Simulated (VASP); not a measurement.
# Sn2GeO3 (Pmn2_1) in VASP: single point with PBE

Aim: the single point of Sn2GeO3 with PBE.

Everything below comes from runs of VASP 6.6.1. Logs are shortened: lines on timing, memory, paths and dates and some standing lists are left out, and cuts for length are marked.

### Step 1. The cell of the first run

It takes space group Pmn2_1 (No. 31, orthorhombic). Conventional cell: a = 3.498 Å, b = 14.898 Å, c = 4.189 Å, α = 90.00°, β = 90.00°, γ = 90.00°. Sn (site symmetry m) has 4 O at 2.20 to 2.32 Å within 2.9 Å. Sn (site symmetry m) has 4 O at 2.20 to 2.32 Å within 2.9 Å. Within 2.5 Å of Ge (site symmetry m) lie 3 O at 1.90 to 2.07 Å. Within 2.9 Å of O (site symmetry m) lie 4 Sn at 2.20 to 2.32 Å and 4 O at 2.75 Å. O (site symmetry m) has 4 Sn at 2.20 to 2.32 Å and 4 O at 2.75 Å within 2.9 Å. Within 2.5 Å of O (site symmetry m) lie 3 Ge at 1.90 to 2.07 Å.

### Step 2. Single point, PBE

The input, INCAR:

```
SYSTEM = Sn2GeO3
  PREC = Accurate
  ENCUT = 1340
  EDIFF = 1E-6
  ISMEAR = 0
  SIGMA = 0.1
  LREAL = .FALSE.
  LASPH = .TRUE.
  NELM = 120
  ALGO = Normal
  ISIF = 2
  LWAVE = .FALSE.
  LCHARG = .FALSE.
  GGA = PE
  NBANDS = 72
  GGA_COMPAT = .FALSE.
```

The input, KPOINTS:

```
regular mesh
0
G
  4 4 1
  0 0 0
```

The input, POSCAR:

```
Sn2GeO3
1.0
   -3.4978620000      0.0000000000      0.0000000000
    0.0000000000      0.0000000000     -4.1885671000
    0.0000000000    -14.8982452000      0.0000000000
Sn Ge O
4 2 6
Direct
    0.0000000000      0.9929780000      0.0969490000
    0.0000000000      0.9920080000      0.7471690000
    0.5000000000      0.4929780000      0.9030510000
    0.5000000000      0.4920080000      0.2528310000
    0.0000000000      0.0726250000      0.4323470000
    0.5000000000      0.5726250000      0.5676530000
    0.0000000000      0.4929570000      0.1634470000
    0.0000000000      0.4933330000      0.8137810000
    0.0000000000      0.4561460000      0.5007790000
    0.5000000000      0.9933330000      0.1862190000
    0.5000000000      0.9929570000      0.8365530000
    0.5000000000      0.9561460000      0.4992210000
```

Potentials or basis: VASP PAW PBE potentials, release 64 (Sn_d, Ge_d, O_h).

The run is started by

```console
> cat potpaw_PBE.64/Sn_d/POTCAR potpaw_PBE.64/Ge_d/POTCAR potpaw_PBE.64/O_h/POTCAR > POTCAR
> mpirun -np 1 vasp_std > vasp.out
```

OUTCAR:

```text
SYSTEM = Sn2GeO3
   PREC = Accurate
   ENCUT = 1340
   EDIFF = 1E-6
   ISMEAR = 0
   LREAL = .FALSE.
   LASPH = .TRUE.
   NELM = 120
   ISIF = 2
   GGA = PE

 ion  position               nearest neighbor table
   1  0.000  0.993  0.097-  10 2.20  10 2.20   7 2.32   7 2.32   4 3.58   4 3.58   4 3.59   4 3.59

   2  0.000  0.992  0.747-  11 2.20  11 2.20   8 2.31   8 2.32   3 3.58   3 3.58   3 3.59   3 3.59

   3  0.500  0.493  0.903-   8 2.20   8 2.20  11 2.32  11 2.32   2 3.58   2 3.58   2 3.59   2 3.59

   4  0.500  0.492  0.253-   7 2.20   7 2.20  10 2.31  10 2.32   1 3.58   1 3.58   1 3.59   1 3.59

   5  0.000  0.073  0.432-   9 1.90  12 2.07  12 2.07
   6  0.500  0.573  0.568-  12 1.90   9 2.07   9 2.07
   7  0.000  0.493  0.163-   4 2.20   4 2.20   1 2.32   1 2.32
   8  0.000  0.493  0.814-   3 2.20   3 2.20   2 2.31   2 2.32
   9  0.000  0.456  0.501-   5 1.90   6 2.07   6 2.07
  10  0.500  0.993  0.186-   1 2.20   1 2.20   4 2.31   4 2.32
  11  0.500  0.993  0.837-   2 2.20   2 2.20   3 2.32   3 2.32
  12  0.500  0.956  0.499-   6 1.90   5 2.07   5 2.07

  LATTYP: Found a simple orthorhombic cell.
 ALAT       =     3.4978620000
 B/A-ratio  =     1.1974649372
 C/A-ratio  =     4.2592432749

  Lattice vectors:

 A1 = (  -3.4978620000,   0.0000000000,   0.0000000000)
 A2 = (   0.0000000000,   0.0000000000,  -4.1885671000)
 A3 = (   0.0000000000, -14.8982452000,   0.0000000000)

Analysis of symmetry for initial positions (statically):
=====================================================================
 Subroutine PRICEL returns:
 Original cell was already a primitive cell.

 Routine SETGRP: Setting up the symmetry group for a
 simple orthorhombic supercell.

 Subroutine GETGRP returns: Found  4 space group operations
 (whereof  2 operations were pure point group operations)
 out of a pool of  8 trial point group operations.

The static configuration has the point symmetry C_1h.
 The point group associated with its full space group is C_2v.

Analysis of symmetry for dynamics (positions and initial velocities):
=====================================================================
 Subroutine PRICEL returns:
 Original cell was already a primitive cell.

 Routine SETGRP: Setting up the symmetry group for a
 simple orthorhombic supercell.

 Subroutine GETGRP returns: Found  4 space group operations
 (whereof  2 operations were pure point group operations)
 out of a pool of  8 trial point group operations.

The dynamic configuration has the point symmetry C_1h.
 The point group associated with its full space group is C_2v.

 Subroutine INISYM returns: Found  4 space group operations
 (whereof  2 operations are pure point group operations),
 and found     1 'primitive' translations

----------------------------------------------------------------------------------------

                                     Primitive cell

  volume of cell :     218.2746

  direct lattice vectors                    reciprocal lattice vectors
    -3.497862000  0.000000000  0.000000000    -0.285888923  0.000000000  0.000000000
     0.000000000  0.000000000 -4.188567100     0.000000000  0.000000000 -0.238745131
     0.000000000-14.898245200  0.000000000     0.000000000 -0.067121999  0.000000000

  length of vectors
     3.497862000  4.188567100 14.898245200     0.285888923  0.238745131  0.067121999

  position of ions in fractional coordinates (direct lattice)
     0.000000000  0.992978000  0.096949000
     0.000000000  0.992008000  0.747169000
     0.500000000  0.492978000  0.903051000
     0.500000000  0.492008000  0.252831000
     0.000000000  0.072625000  0.432347000
     0.500000000  0.572625000  0.567653000
     0.000000000  0.492957000  0.163447000
     0.000000000  0.493333000  0.813781000
     0.000000000  0.456146000  0.500779000
     0.500000000  0.993333000  0.186219000
     0.500000000  0.992957000  0.836553000
     0.500000000  0.956146000  0.499221000

  ion indices of the primitive-cell ions
   primitive index   ion index
                 1           1
                 2           2
                 3           3
                 4           4
                 5           5
                 6           6
                 7           7
                 8           8
                 9           9
                10          10
                11          11
                12          12

----------------------------------------------------------------------------------------

 KPOINTS: regular mesh

Automatic generation of k-mesh.
 Grid dimensions read from file:
 generate k-points for:    4    4    1

 Generating k-lattice:

  Cartesian coordinates                     Fractional coordinates (reciprocal lattice)
    -0.071472231  0.000000000  0.000000000     0.250000000  0.000000000  0.000000000
     0.000000000  0.000000000 -0.059686283     0.000000000  0.250000000  0.000000000
     0.000000000 -0.067121999  0.000000000     0.000000000  0.000000000  1.000000000

  Length of vectors
     0.071472231  0.059686283  0.067121999

  Shift w.r.t. Gamma in fractional coordinates (k-lattice)
     0.000000000  0.000000000  0.000000000

 Subroutine IBZKPT returns following result:
 ===========================================

 Found      9 irreducible k-points:

 Following reciprocal coordinates:
            Coordinates               Weight
  0.000000  0.000000  0.000000      1.000000
  0.250000  0.000000  0.000000      2.000000
  0.500000  0.000000  0.000000      1.000000
  0.000000  0.250000  0.000000      2.000000
  0.250000  0.250000  0.000000      4.000000
  0.500000  0.250000  0.000000      2.000000
  0.000000  0.500000  0.000000      1.000000
  0.250000  0.500000  0.000000      2.000000
  0.500000  0.500000  0.000000      1.000000
   k-points           NKPTS =      9   k-points in BZ     NKDIM =      9   number of bands    NBANDS=     72
   number of dos      NEDOS =    301   number of ions     NIONS =     12
   total plane-waves  NPLWV = 378000
   dimension x,y,z NGX =    42 NGY =   50 NGZ =  180
   dimension x,y,z NGXF=    84 NGYF=  100 NGZF=  360
   ions per type =               4   2   6
   NGX,Y,Z   is equivalent  to a cutoff of  19.96, 19.85, 20.09 a.u.
   NGXF,Y,Z  is equivalent  to a cutoff of  39.92, 39.69, 40.17 a.u.
 SYSTEM =  Sn2GeO3
   PREC   = accura    normal or accurate (medium, high low for compatibility)
   ISTART =      0    job   : 0-new  1-cont  2-samecut
   ICHARG =      2    charge: 1-file 2-atom 10-const
   ISPIN  =      1    spin polarized calculation?
   LNONCOLLINEAR =      F non collinear calculations
   LSORBIT =      F    spin-orbit coupling
   LASPH  =      T    aspherical Exc in radial PAW
   ENCUT  = 1340.0 eV  98.49 Ry    9.92 a.u.  10.44 12.50 44.47*2*pi/ulx,y,z
   NELM   =    120;   NELMIN=  2; NELMDL= -5     # of ELM steps
   EDIFF  = 0.1E-05   stopping-criterion for ELM
   LREAL  =      F    real-space projection
[... 7 lines left out ...]
   TEBEG  =    0.0;   TEEND  =   0.0 temperature during run
   PSTRESS=    0.0 pullay stress
   NELECT =     120.0000    total number of electrons
   NUPDOWN=      -1.0000    fix difference up-down
   EMIN   =  10.00;   EMAX   =-10.00  energy-range for DOS
   EFERMI =   0.00;   METHOD = LEGACY
   ISMEAR =     0;   SIGMA  =   0.10  broadening in eV -4-tet -1-fermi 0-gaus
   EFERMI_NEDOS =   21; number of points for ismear=-14 and -15
   IALGO  =     38    algorithm
   IMIX   =      4    mixing-type and parameters
     AMIX     =   0.40;   BMIX     =  1.00
     AMIX_MAG =   1.60;   BMIX_MAG =  1.00
  volume/ion in A,a.u.               =      18.19       122.75
  Fermi-wavevector in a.u.,A,eV,Ry     =   1.341120  2.534348 24.471461  1.798602
  Thomas-Fermi vector in A             =   2.469378
   LORBIT       =      0    0 simple, 1 ext, 2 COOP (PROOUT), +10 PAW based schemes
   GGA     = PE    functional components
   LHFCALC =     F    Hartree Fock is set to
   AEXX    =    0.0000 exact exchange contribution
   IVDW    =     0    specifies the selected vdW correction
   LEPSILON=     F    determine dielectric tensor
   LRPA    =     F    only Hartree local field effects (RPA)
 non-spin polarized calculation
 Gauss-broadening in eV      SIGMA  =   0.10
  energy-cutoff  :     1340.00
  volume of cell :      218.27
 maximum number of plane-waves:     24351
 NGX is ok and might be reduce to    42
   NGX = 21   NGY = 25   NGZ = 89

 number of electron     120.0000007 magnetization

 Free energy of the ion-electron system (eV)
  ---------------------------------------------------
  ext. energy  EPLUGINS =         0.00000000
  ---------------------------------------------------
  free energy    TOTEN  =       -68.69266430 eV

  energy without entropy =      -68.69266430  energy(sigma->0) =      -68.69266430

 E-fermi :   5.8881     XC(G=0):  -9.7967

 val. band max:        5.4002671771   @ k =   0.2500   0.0000   0.0000
 cond. band min:       6.3541349502   @ k =   0.5000   0.5000   0.0000
 fundamental gap:      0.9538677732
 Fermi energy:         5.8880968948

 k-point     1 :       0.0000    0.0000    0.0000
  band No.  band energies     occupation
      1     -19.2852      2.00000
      2     -19.1971      2.00000
      3     -19.1952      2.00000
      4     -19.1857      2.00000
      5     -19.1806      2.00000
      6     -19.1369      2.00000
[... 64 lines left out ...]
     71      10.4616      0.00000
     72      10.7760      0.00000

 k-point     2 :       0.2500    0.0000    0.0000
  band No.  band energies     occupation
      1     -19.2808      2.00000
      2     -19.2237      2.00000
      3     -19.1883      2.00000
      4     -19.1842      2.00000
      5     -19.1625      2.00000
      6     -19.1360      2.00000
[... 517 lines left out ...]
 k-point     9 :       0.5000    0.5000    0.0000
  band No.  band energies     occupation
      1     -19.2619      2.00000
      2     -19.2619      2.00000
      3     -19.1751      2.00000
      4     -19.1751      2.00000
      5     -19.1542      2.00000
      6     -19.1542      2.00000
[... 64 lines left out ...]
     71      10.7131      0.00000
     72      10.7134      0.00000

------------------------ aborting loop because EDIFF is reached ----------------------------------------

  FORCE on cell =-STRESS in cart. coord.  units (eV):
  Direction    XX          YY          ZZ          XY          YZ          ZX
  --------------------------------------------------------------------------------------
  -------------------------------------------------------------------------------------
  Total        0.0029190      0.2219442      0.1345647      0.0000000      0.0000000      0.0000000
  in kB        0.0214256      1.6291126      0.9877307      0.0000000      0.0000000      0.0000000
  external PRESSURE =       0.8794230 kB  Pullay stress =       0.0000000 kB

 VOLUME and BASIS-vectors are now :
 -----------------------------------------------------------------------------
  energy-cutoff  :     1340.00
  volume of cell :      218.27
      direct lattice vectors                 reciprocal lattice vectors
    -3.497862000  0.000000000  0.000000000    -0.285888923  0.000000000  0.000000000
     0.000000000  0.000000000 -4.188567100     0.000000000  0.000000000 -0.238745131
     0.000000000-14.898245200  0.000000000     0.000000000 -0.067121999  0.000000000

 POSITION                                       TOTAL-FORCE (eV/Angst)
 -----------------------------------------------------------------------------------
      0.00000     -1.44437     -4.15915         0.000000      0.059101      0.000137
      0.00000    -11.13151     -4.15509         0.000000      0.072219     -0.001002
     -1.74893    -13.45388     -2.06487         0.000000     -0.059101      0.000137
     -1.74893     -3.76674     -2.06081         0.000000     -0.072219     -0.001002
      0.00000     -6.44121     -0.30419         0.000000      0.033310     -0.007352
     -1.74893     -8.45703     -2.39848         0.000000     -0.033310     -0.007352
      0.00000     -2.43507     -2.06478         0.000000      0.022802      0.002181
      0.00000    -12.12391     -2.06636         0.000000      0.014371     -0.001285
      0.00000     -7.46073     -1.91060         0.000000      0.015931      0.007320
     -1.74893     -2.77434     -4.16064         0.000000     -0.014371     -0.001285
     -1.74893    -12.46317     -4.15907         0.000000     -0.022802      0.002181
     -1.74893     -7.43752     -4.00488         0.000000     -0.015931      0.007320
 -----------------------------------------------------------------------------------
    total drift:                               -0.000000     -0.000000     -0.000659

  FREE ENERGIE OF THE ION-ELECTRON SYSTEM (eV)
  ---------------------------------------------------
  free  energy   TOTEN  =       -68.6926642983 eV

  energy  without entropy=      -68.6926642983  energy(sigma->0) =      -68.69266430
```

It took 16 min on 1 thread of Intel Xeon Platinum 8259CL at 2.50GHz (Skylake/Cascade Lake), shared host; peak memory 1.1 GiB.

What came out:

- Free energy: -68.6927 eV
- Pressure: 0.1 GPa
- Largest force: 0.072 eV/Å
- Band gap on the k mesh: 0.95 eV (least direct gap 1.75 eV)

Forces on the atoms (eV/Å):
```
Sn   0.000  0.059  0.000
Sn   0.000  0.072 -0.001
Sn   0.000 -0.059  0.000
Sn   0.000 -0.072 -0.001
Ge   0.000  0.033 -0.007
Ge   0.000 -0.033 -0.007
O    0.000  0.023  0.002
O    0.000  0.014 -0.001
O    0.000  0.016  0.007
O    0.000 -0.014 -0.001
O    0.000 -0.023  0.002
O    0.000 -0.016  0.007
```

Levels at points of the mesh, in eV from the valence-band top:
```csv
k point,band 57,band 58,band 59,band 60,band 61,band 62,band 63,band 64
"(0.00, 0.00, 0.00)",-2.13,-1.04,-0.92,-0.30,1.45,2.08,2.33,2.99
"(0.50, 0.00, 0.00)",-1.46,-1.46,-1.31,-1.31,2.48,2.48,2.57,2.57
"(0.00, 0.50, 0.00)",-1.82,-1.82,-1.35,-1.35,2.43,2.43,2.79,2.79
"(0.50, 0.50, 0.00)",-1.58,-1.58,-1.35,-1.35,0.95,0.95,1.91,1.91
```

Caveat: the k points lie up to 0.45 Å⁻¹ apart; spin-orbit coupling is left out, which moves the levels of the heavy elements.
